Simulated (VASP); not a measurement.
# C (Fd-3m) in VASP: further runs

C is run at these levels: LDA; tasks: single point, relaxation of the atoms.

All numbers are computed with VASP 6.6.1; they aren't measurements. Logs are shortened: lines on timing, memory, paths and dates and some standing lists are left out, and cuts for length are marked.

## 1. The cell of the first run

The structure is cubic, space group Fd-3m (No. 227). Conventional cell: a = 3.560 Å, b = 3.560 Å, c = 3.560 Å, α = 90.00°, β = 90.00°, γ = 90.00°. C (site symmetry -43m) has 4 C at 1.54 Å within 2.1 Å.

## 2. Single point, LDA (strained cell)

Contents of INCAR:

```
SYSTEM = C
PREC = Accurate ; ENCUT = 520
EDIFF = 1E-7 ; ISMEAR = 0
SIGMA = 0.02 ; LREAL = .FALSE.
LASPH = .TRUE. ; NELM = 100
ALGO = Normal ; ISIF = 2
LWAVE = .FALSE. ; LCHARG = .FALSE.
NBANDS = 11
```

Contents of KPOINTS:

```
regular mesh
0
G
  12 12 12
  0 0 0
```

Contents of POSCAR:

```
C
1.0
    0.0000000000      1.7801381715      1.7801381715
    1.7801381715      0.0000000000      1.7801381715
    1.7801381715      1.7801381715      0.0000000000
C
2
Direct
    0.5000000000      0.5000000000      0.5000000000
    0.7500000000      0.7500000000      0.7500000000
```

Potentials or basis: VASP PAW LDA potentials, release 64 (C).

Launch:

```bash
$ cat potpaw_LDA.64/C/POTCAR > POTCAR
$ mpirun -np 1 vasp_std > vasp.out
```

OUTCAR:

```text
SYSTEM = C
   PREC = Accurate
   ENCUT = 520
   EDIFF = 1E-7
   ISMEAR = 0
   LREAL = .FALSE.
   LASPH = .TRUE.
   NELM = 100
   ISIF = 2

 ion  position               nearest neighbor table
   1  0.500  0.500  0.500-   2 1.54   2 1.54   2 1.54   2 1.54
   2  0.750  0.750  0.750-   1 1.54   1 1.54   1 1.54   1 1.54

  LATTYP: Found a face centered cubic cell.
 ALAT       =     3.5602763430

  Lattice vectors:

 A1 = (   0.0000000000,   1.7801381715,   1.7801381715)
 A2 = (   1.7801381715,   0.0000000000,   1.7801381715)
 A3 = (   1.7801381715,   1.7801381715,   0.0000000000)

Analysis of symmetry for initial positions (statically):
=====================================================================
 Subroutine PRICEL returns:
 Original cell was already a primitive cell.

 Routine SETGRP: Setting up the symmetry group for a
 face centered cubic supercell.

 Subroutine GETGRP returns: Found 48 space group operations
 (whereof 24 operations were pure point group operations)
 out of a pool of 48 trial point group operations.

The static configuration has the point symmetry T_d .
 The point group associated with its full space group is O_h .

Analysis of symmetry for dynamics (positions and initial velocities):
=====================================================================
 Subroutine PRICEL returns:
 Original cell was already a primitive cell.

 Routine SETGRP: Setting up the symmetry group for a
 face centered cubic supercell.

 Subroutine GETGRP returns: Found 48 space group operations
 (whereof 24 operations were pure point group operations)
 out of a pool of 48 trial point group operations.

The dynamic configuration has the point symmetry T_d .
 The point group associated with its full space group is O_h .

 Subroutine INISYM returns: Found 48 space group operations
 (whereof 24 operations are pure point group operations),
 and found     1 'primitive' translations

----------------------------------------------------------------------------------------

                                     Primitive cell

  volume of cell :      11.2821

  direct lattice vectors                    reciprocal lattice vectors
     0.000000000  1.780138171  1.780138171    -0.280877073  0.280877073  0.280877073
     1.780138171  0.000000000  1.780138171     0.280877073 -0.280877073  0.280877073
     1.780138171  1.780138171  0.000000000     0.280877073  0.280877073 -0.280877073

  length of vectors
     2.517495545  2.517495545  2.517495545     0.486493362  0.486493362  0.486493362

[... 88 lines left out ...]
   POTIM  = 0.5000    time-step for ionic-motion
   TEBEG  =    0.0;   TEEND  =   0.0 temperature during run
   PSTRESS=    0.0 pullay stress
   NELECT =       8.0000    total number of electrons
   NUPDOWN=      -1.0000    fix difference up-down
   EMIN   =  10.00;   EMAX   =-10.00  energy-range for DOS
   EFERMI =   0.00;   METHOD = LEGACY
   ISMEAR =     0;   SIGMA  =   0.02  broadening in eV -4-tet -1-fermi 0-gaus
   EFERMI_NEDOS =   21; number of points for ismear=-14 and -15
   IALGO  =     38    algorithm
   IMIX   =      4    mixing-type and parameters
     AMIX     =   0.40;   BMIX     =  1.00
     AMIX_MAG =   1.60;   BMIX_MAG =  1.00
  volume/ion in A,a.u.               =       5.64        38.07
  Fermi-wavevector in a.u.,A,eV,Ry     =   1.459848  2.758714 28.996159  2.131158
  Thomas-Fermi vector in A             =   2.576367
   LORBIT       =      0    0 simple, 1 ext, 2 COOP (PROOUT), +10 PAW based schemes
   GGA     = CA    functional components
   LHFCALC =     F    Hartree Fock is set to
   AEXX    =    0.0000 exact exchange contribution
   IVDW    =     0    specifies the selected vdW correction
   LEPSILON=     F    determine dielectric tensor
   LRPA    =     F    only Hartree local field effects (RPA)
 non-spin polarized calculation
 Gauss-broadening in eV      SIGMA  =   0.02
  energy-cutoff  :      520.00
  volume of cell :       11.28
 maximum number of plane-waves:       313
   NGX =  9   NGY =  9   NGZ =  9

 number of electron       7.9999999 magnetization

 Free energy of the ion-electron system (eV)
  ---------------------------------------------------
  ext. energy  EPLUGINS =         0.00000000
  ---------------------------------------------------
  free energy    TOTEN  =       -20.23915989 eV

  energy without entropy =      -20.23915989  energy(sigma->0) =      -20.23915989

 E-fermi :   9.8950     XC(G=0): -13.5260

 val. band max:        9.8036042744   @ k =   0.0000   0.0000   0.0000
 cond. band min:      13.9400263520   @ k =   0.3333   0.3333   0.0000
 fundamental gap:      4.1364220776
 Fermi energy:         9.8949502351

 k-point     1 :       0.0000    0.0000    0.0000
  band No.  band energies     occupation
      1     -11.5878      2.00000
      2       9.8036      2.00000
      3       9.8036      2.00000
      4       9.8036      2.00000
      5      15.3614      0.00000
      6      15.3614      0.00000
      7      15.3614      0.00000
      8      23.4847      0.00000
      9      28.8786      0.00000
     10      36.4943      0.00000
     11      36.4943      0.00000
[... 309 lines left out ...]
 k-point    24 :      -0.4167    0.1667    0.0000
  band No.  band energies     occupation
      1      -5.3272      2.00000
      2      -2.7393      2.00000
      3       4.3493      2.00000
      4       6.2068      2.00000
      5      17.2999      0.00000
      6      19.9846      0.00000
      7      21.1297      0.00000
      8      25.1149      0.00000
      9      29.0243      0.00000
     10      33.9204      0.00000
     11      34.1608      0.00000

 [... further k-points ...]

------------------------ aborting loop because EDIFF is reached ----------------------------------------

  FORCE on cell =-STRESS in cart. coord.  units (eV):
  Direction    XX          YY          ZZ          XY          YZ          ZX
  --------------------------------------------------------------------------------------
  -------------------------------------------------------------------------------------
  Total       -0.6551961     -0.6551961     -0.6551961      0.0000000      0.0000000      0.0000000
  in kB      -93.0445161    -93.0445161    -93.0445161      0.0000000      0.0000000      0.0000000
  external PRESSURE =     -93.0445161 kB  Pullay stress =       0.0000000 kB

 VOLUME and BASIS-vectors are now :
 -----------------------------------------------------------------------------
  energy-cutoff  :      520.00
  volume of cell :       11.28
      direct lattice vectors                 reciprocal lattice vectors
     0.000000000  1.780138171  1.780138171    -0.280877073  0.280877073  0.280877073
     1.780138171  0.000000000  1.780138171     0.280877073 -0.280877073  0.280877073
     1.780138171  1.780138171  0.000000000     0.280877073  0.280877073 -0.280877073

 POSITION                                       TOTAL-FORCE (eV/Angst)
 -----------------------------------------------------------------------------------
      1.78014      1.78014      1.78014         0.000000      0.000000      0.000000
      2.67021      2.67021      2.67021        -0.000000     -0.000000     -0.000000
 -----------------------------------------------------------------------------------
    total drift:                               -0.000000     -0.000000      0.000000

  FREE ENERGIE OF THE ION-ELECTRON SYSTEM (eV)
  ---------------------------------------------------
  free  energy   TOTEN  =       -20.2391598851 eV

  energy  without entropy=      -20.2391598851  energy(sigma->0) =      -20.23915989
```

OSZICAR:

```text
N       E                     dE             d eps       ncg     rms          rms(c)
DAV:   1    -0.157571684044E+01   -0.15757E+01   -0.47861E+03  1675   0.698E+02
DAV:   2    -0.206803401354E+02   -0.19105E+02   -0.18562E+02  2151   0.126E+02
DAV:   3    -0.210524321267E+02   -0.37209E+00   -0.37108E+00  1821   0.132E+01
DAV:   4    -0.210531603860E+02   -0.72826E-03   -0.72823E-03  1732   0.725E-01
DAV:   5    -0.210531613516E+02   -0.96562E-06   -0.96564E-06  1803   0.247E-02    0.573E+00
DAV:   6    -0.204498655292E+02    0.60330E+00   -0.32106E-01  1644   0.393E+00    0.333E+00
DAV:   7    -0.202393076643E+02    0.21056E+00   -0.38220E-01  1716   0.430E+00    0.723E-01
DAV:   8    -0.202391724576E+02    0.13521E-03   -0.95354E-03  1650   0.799E-01    0.284E-02
DAV:   9    -0.202391582693E+02    0.14188E-04   -0.35195E-05  1779   0.465E-02    0.206E-02
DAV:  10    -0.202391599579E+02   -0.16886E-05   -0.21625E-06  1731   0.121E-02    0.489E-03
DAV:  11    -0.202391598851E+02    0.72739E-07   -0.93608E-08  1353   0.232E-03
   1 F= -.20239160E+02 E0= -.20239160E+02  d E =-.170785E-13
```

Wall time 3.5 s (1 thread of Intel Xeon 6975P-C (Granite Rapids), shared host); peak memory 0.11 GiB.

What came out:

```yaml
Free_energy: -20.2392 eV
Pressure: -9.3 GPa
Band_gap_on_the_k_mesh: 4.14 eV, indirect (least direct gap 5.56 eV)
```

Levels at points of the mesh, in eV from the valence-band top:
```tsv
k point	band 1	band 2	band 3	band 4	band 5	band 6	band 7	band 8	band 9
(0.00, 0.00, 0.00)	-21.39	0.00	0.00	0.00	5.56	5.56	5.56	13.68	19.07
(0.50, 0.00, 0.00)	-15.52	-13.42	-2.80	-2.80	8.41	8.41	9.09	15.46	21.60
(0.50, 0.50, 0.00)	-12.65	-12.65	-6.32	-6.32	4.72	4.72	16.71	16.71	23.03
```

Caveat: the cell differs from its parent crystal (strained cell).

## 3. Relaxation of the atoms, LDA (strained cell)

Contents of INCAR:

```
SYSTEM = C
PREC = Accurate ; ENCUT = 520
EDIFF = 1E-6 ; ISMEAR = 0
SIGMA = 0.02 ; LREAL = .FALSE.
LASPH = .TRUE. ; NELM = 80
ALGO = Normal ; ISIF = 2
LWAVE = .FALSE. ; LCHARG = .FALSE.
GGA = CA ; IBRION = 2
NSW = 60 ; EDIFFG = -0.002
```

KPOINTS is that of step 2.

POSCAR is that of step 2.

Potentials or basis: VASP PAW LDA potentials, release 64 (C).

Launch:

```bash
$ cat potpaw_LDA.64/C/POTCAR > POTCAR
$ mpirun -np 1 vasp_std > vasp.out
```

Wall time 2.7 s (1 thread of Intel Xeon 6975P-C (Granite Rapids), shared host); peak memory 0.11 GiB.

It converged, with:

```yaml
Free_energy: -20.2392 eV
Pressure_after_relaxing: -9.3 GPa
Band_gap_on_the_k_mesh: 4.14 eV, indirect (least direct gap 5.56 eV)
```

Final structure:
```xyz
2
Lattice="0.0000 1.7801 1.7801 1.7801 0.0000 1.7801 1.7801 1.7801 0.0000" Properties=species:S:1:pos:R:3 pbc="T T T"
C     1.7801    1.7801    1.7801
C     2.6702    2.6702    2.6702
```

Levels at points of the mesh, in eV from the valence-band top:
| k point | band 2 | band 3 | band 4 | band 5 | band 6 | band 7 |
| --- | --- | --- | --- | --- | --- | --- |
| (0.00, 0.00, 0.00) | 0.00 | 0.00 | 0.00 | 5.56 | 5.56 | 5.56 |
| (0.50, 0.00, 0.00) | -13.42 | -2.80 | -2.80 | 8.41 | 8.41 | 9.09 |
| (0.50, 0.50, 0.00) | -12.65 | -6.32 | -6.32 | 4.72 | 4.72 | 16.71 |

Caveat: the cell differs from its parent crystal (strained cell); the relaxation stopped at its first step, so nothing moved. A k mesh can miss the band edges.
